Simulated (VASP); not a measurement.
# KZn2Ge2 (I4/mmm) in VASP: relaxation of the atoms with PBE

Aim: the relaxation of the atoms of KZn2Ge2 with PBE.

Everything below comes from runs of VASP 6.6.1. Logs are shortened: lines on timing, memory, paths and dates and some standing lists are left out, and cuts for length are marked.

## Step 1: The cell of the first run

Symmetry: I4/mmm, No. 139, tetragonal system. The conventional cell has a = 4.447 Å, b = 4.447 Å, c = 11.460 Å, α = 90.00°, β = 90.00°, γ = 90.00°. Ge (site symmetry 4mm) has 1 Ge at 2.61 Å and 4 Zn at 2.72 Å and 4 K at 3.40 Å within 3.5 Å. K (site symmetry 4/mmm) has 10 Ge at 3.40 to 4.42 Å and 8 Zn at 3.63 Å and 4 K at 4.45 Å within 4.5 Å. Within 3.7 Å of Zn (site symmetry -4m2) lie 4 Ge at 2.72 Å and 4 Zn at 3.14 Å and 4 K at 3.63 Å.

## Step 2: Relaxation of the atoms, PBE

INCAR

```
PREC     = Accurate       # precision mode
ENCUT    = 520            # plane-wave cutoff, eV
EDIFF    = 1E-6           # SCF threshold, eV
ISMEAR   = -1             # smearing method
SIGMA    = 0.1            # smearing width, eV
LREAL    = False          # projectors in reciprocal space
LASPH    = True           # aspherical terms in the spheres
NELM     = 60             # most SCF steps
ALGO     = Normal         # electronic algorithm
ISIF     = 2              # what is computed and relaxed
LWAVE    = False          # write WAVECAR
LCHARG   = False          # write CHGCAR
GGA      = PE             # functional
IBRION   = 2              # ionic algorithm
NSW      = 80             # ionic steps
EDIFFG   = -0.01          # ionic threshold
KPAR     = 2
```

KPOINTS

```
Automatic mesh
0
Gamma
  7 7 7
```

POSCAR

```
KZn2Ge2
1.0
    0.0000000000      4.4467590000      0.0000000000
    4.4467590000      0.0000000000      0.0000000000
    2.2233790000      2.2233790000     -5.7300870000
Ge K Zn
2 1 2
Direct
    0.3860000000      0.3860000000      0.2280000000
    0.6140000000      0.6140000000      0.7720000000
    0.0000000000      0.0000000000      0.0000000000
    0.7500000000      0.2500000000      0.5000000000
    0.2500000000      0.7500000000      0.5000000000
```

Potentials or basis: VASP PAW PBE potentials, release 64 (Ge_d, K_sv, Zn).

Started as:

```sh
$ cat potpaw_PBE.64/Ge_d/POTCAR potpaw_PBE.64/K_sv/POTCAR potpaw_PBE.64/Zn/POTCAR > POTCAR
$ mpirun -np 2 vasp_std > vasp.out
```

OUTCAR:

```text
PREC = Accurate
   ENCUT = 520
   EDIFF = 1E-6
   ISMEAR = -1
   LREAL = False
   LASPH = True
   NELM = 60
   ISIF = 2
   GGA = PE
   IBRION = 2
   NSW = 80
   EDIFFG = -0.01

 ion  position               nearest neighbor table
   1  0.386  0.386  0.228-   2 2.61   4 2.72   5 2.72   5 2.72   4 2.72
   2  0.614  0.614  0.772-   1 2.61   4 2.72   5 2.72   4 2.72   5 2.72
   3  0.000  0.000  0.000-
   4  0.750  0.250  0.500-   1 2.72   2 2.72   1 2.72   2 2.72
   5  0.250  0.750  0.500-   1 2.72   2 2.72   1 2.72   2 2.72

  LATTYP: Found a body centered tetragonal cell.
 ALAT       =     4.4467590000
 C/A-ratio  =     2.5771970102

  Lattice vectors:

 A1 = (  -2.2233790000,   2.2233800000,   5.7300870000)
 A2 = (   2.2233800000,  -2.2233790000,   5.7300870000)
 A3 = (   2.2233790000,   2.2233790000,  -5.7300870000)

Analysis of symmetry for initial positions (statically):
=====================================================================
 Subroutine PRICEL returns:
 Original cell was already a primitive cell.

 Routine SETGRP: Setting up the symmetry group for a
 body centered tetragonal supercell.

 Subroutine GETGRP returns: Found 16 space group operations
 (whereof 16 operations were pure point group operations)
 out of a pool of 16 trial point group operations.

The static configuration has the point symmetry D_4h.

Analysis of symmetry for dynamics (positions and initial velocities):
=====================================================================
 Subroutine PRICEL returns:
 Original cell was already a primitive cell.

 Routine SETGRP: Setting up the symmetry group for a
 body centered tetragonal supercell.

 Subroutine GETGRP returns: Found 16 space group operations
 (whereof 16 operations were pure point group operations)
 out of a pool of 16 trial point group operations.

The dynamic configuration has the point symmetry D_4h.

 Subroutine INISYM returns: Found 16 space group operations
 (whereof 16 operations are pure point group operations),
 and found     1 'primitive' translations

----------------------------------------------------------------------------------------

                                     Primitive cell

  volume of cell :     113.3048

  direct lattice vectors                    reciprocal lattice vectors
     0.000000000  4.446759000  0.000000000     0.000000000  0.224882887  0.087258690
     4.446759000  0.000000000  0.000000000     0.224882887  0.000000000  0.087258690
     2.223379000  2.223379000 -5.730087000     0.000000000  0.000000000 -0.174517420

  length of vectors
[... 99 lines left out ...]
   NELECT =      61.0000    total number of electrons
   NUPDOWN=      -1.0000    fix difference up-down
   EMIN   =  10.00;   EMAX   =-10.00  energy-range for DOS
   EFERMI =   0.00;   METHOD = LEGACY
   ISMEAR =    -1;   SIGMA  =   0.10  broadening in eV -4-tet -1-fermi 0-gaus
   EFERMI_NEDOS =   21; number of points for ismear=-14 and -15
   IALGO  =     38    algorithm
   IMIX   =      4    mixing-type and parameters
     AMIX     =   0.40;   BMIX     =  1.00
     AMIX_MAG =   1.60;   BMIX_MAG =  1.00
  volume/ion in A,a.u.               =      22.66       152.92
  Fermi-wavevector in a.u.,A,eV,Ry     =   1.331789  2.516716 24.132123  1.773661
  Thomas-Fermi vector in A             =   2.460773
   LORBIT       =      0    0 simple, 1 ext, 2 COOP (PROOUT), +10 PAW based schemes
   GGA     = PE    functional components
   LHFCALC =     F    Hartree Fock is set to
   AEXX    =    0.0000 exact exchange contribution
   IVDW    =     0    specifies the selected vdW correction
   LEPSILON=     F    determine dielectric tensor
   LRPA    =     F    only Hartree local field effects (RPA)
 conjugate gradient relaxation of ions
 non-spin polarized calculation
  energy-cutoff  :      520.00
  volume of cell :      113.30
 maximum number of plane-waves:      3081
 NGX is ok and might be reduce to    36
   NGX = 17   NGY = 17   NGZ = 25

--------------------------------------- Ionic step        1  -------------------------------------------

 number of electron      60.9999987 magnetization

 Free energy of the ion-electron system (eV)
  ---------------------------------------------------
  ext. energy  EPLUGINS =         0.00000000
  ---------------------------------------------------
  free energy    TOTEN  =       -12.70498064 eV

  energy without entropy =      -12.66523548  energy(sigma->0) =      -12.68510806

------------------------ aborting loop because EDIFF is reached ----------------------------------------

  FORCE on cell =-STRESS in cart. coord.  units (eV):
  Direction    XX          YY          ZZ          XY          YZ          ZX
  --------------------------------------------------------------------------------------
  -------------------------------------------------------------------------------------
  Total       -0.9377401     -0.9377401     -2.9120249     -0.0000000     -0.0000003     -0.0000003
  in kB      -13.2600346    -13.2600346    -41.1772436     -0.0000000     -0.0000036     -0.0000036
  external PRESSURE =     -22.5657709 kB  Pullay stress =       0.0000000 kB
[... 104 lines left out ...]
--------------------------------------- Ionic step        4  -------------------------------------------

 number of electron      60.9999968 magnetization

 Free energy of the ion-electron system (eV)
  ---------------------------------------------------
  ext. energy  EPLUGINS =         0.00000000
  ---------------------------------------------------
  free energy    TOTEN  =       -12.73105338 eV

  energy without entropy =      -12.68854662  energy(sigma->0) =      -12.70980000

 E-fermi :   2.6389     XC(G=0):  -9.7125

 val. band max:        2.6109057914   @ k =   0.0000   0.0000   0.2857
 cond. band min:       2.7169962865   @ k =  -0.1429   0.0000   0.1429
 fundamental gap:      0.1060904951
 Fermi energy:         2.6389325152

 k-point     1 :       0.0000    0.0000    0.0000
  band No.  band energies     occupation
      1     -27.5514      2.00000
      2     -21.5871      2.00000
      3     -21.5521      2.00000
      4     -21.5521      2.00000
      5     -21.5210      2.00000
      6     -21.5185      2.00000
[... 925 lines left out ...]
     35       7.0654      0.00000
     36       8.1285      0.00000

 [... further k-points ...]

------------------------ aborting loop because EDIFF is reached ----------------------------------------

  FORCE on cell =-STRESS in cart. coord.  units (eV):
  Direction    XX          YY          ZZ          XY          YZ          ZX
  --------------------------------------------------------------------------------------
  -------------------------------------------------------------------------------------
  Total       -0.8201131     -0.8201131     -2.7867330     -0.0000000     -0.0000002     -0.0000002
  in kB      -11.5967396    -11.5967396    -39.4055638     -0.0000000     -0.0000034     -0.0000034
  external PRESSURE =     -20.8663477 kB  Pullay stress =       0.0000000 kB
[... 20 lines left out ...]
  FREE ENERGIE OF THE ION-ELECTRON SYSTEM (eV)
  ---------------------------------------------------
  free  energy   TOTEN  =       -12.7310533847 eV

  energy  without entropy=      -12.6885466224  energy(sigma->0) =      -12.70980000

 reached required accuracy - stopping structural energy minimisation
```

OSZICAR:

```text
N       E                     dE             d eps       ncg     rms          rms(c)
DAV:   1     0.557540158838E+03    0.55754E+03   -0.29925E+04  3260   0.356E+03
DAV:   2     0.769196711999E+02   -0.48062E+03   -0.46889E+03  2880   0.800E+02
[... 27 lines left out ...]
   3 F= -.12730991E+02 E0= -.12709820E+02  d E =-.260105E-01
       N       E                     dE             d eps       ncg     rms          rms(c)
DAV:   1    -0.127309663604E+02    0.25117E-04   -0.67211E-02  3240   0.124E+00    0.200E-02
DAV:   2    -0.127310523289E+02   -0.85969E-04   -0.90175E-04  3464   0.183E-01    0.926E-03
DAV:   3    -0.127310530821E+02   -0.75318E-06   -0.13456E-05  3500   0.221E-02    0.409E-03
DAV:   4    -0.127310533847E+02   -0.30263E-06   -0.11202E-06  2112   0.877E-03
   4 F= -.12731053E+02 E0= -.12709800E+02  d E =-.260727E-01
```

It took 2.9 min on 2 MPI ranks of Intel Xeon Platinum 8375C at 2.90GHz (Ice Lake), shared host; peak memory 0.34 GiB.

What came out:

| Property | Result |
| --- | --- |
| Free energy | -12.7311 eV |
| Energy gained by relaxing | 5.2 meV/atom |
| Ionic steps | 4 |
| Pressure after relaxing | -2.1 GPa |
| Band gap on the k mesh | zero (an odd number of electrons rules out a gap without spin polarisation) |

Stress tensor (GPa, compression positive):
```
-1.16  0.00  0.00
 0.00 -1.16  0.00
 0.00  0.00 -3.94
```

The path:
```csv
step,energy change (eV),largest force (eV/Å),pressure (GPa)
1,0.0000,0.4636,-2.26
2,-0.0164,0.2711,-2.23
3,-0.0260,0.0204,-2.11
4,-0.0261,0.0012,-2.09
```

Final structure:
```
CELL_PARAMETERS angstrom
0.00000 4.44676 0.00000
4.44676 0.00000 0.00000
2.22338 2.22338 -5.73009
ATOMIC_POSITIONS crystal
Ge 0.38088 0.38088 0.23825
Ge 0.61912 0.61912 0.76175
K 0.00000 0.00000 0.00000
Zn 0.75000 0.25000 0.50000
Zn 0.25000 0.75000 0.50000
```

Levels at points of the mesh, in eV from the Fermi level:
```tsv
k point	band 27	band 28	band 29	band 30	band 31	band 32	band 33	band 34
(0.00, 0.00, 0.00)	-4.41	-1.18	-1.18	0.23	0.47	0.47	2.24	2.33
```

The gap in the log of VASP goes by the Fermi energy; the results here count the filled bands.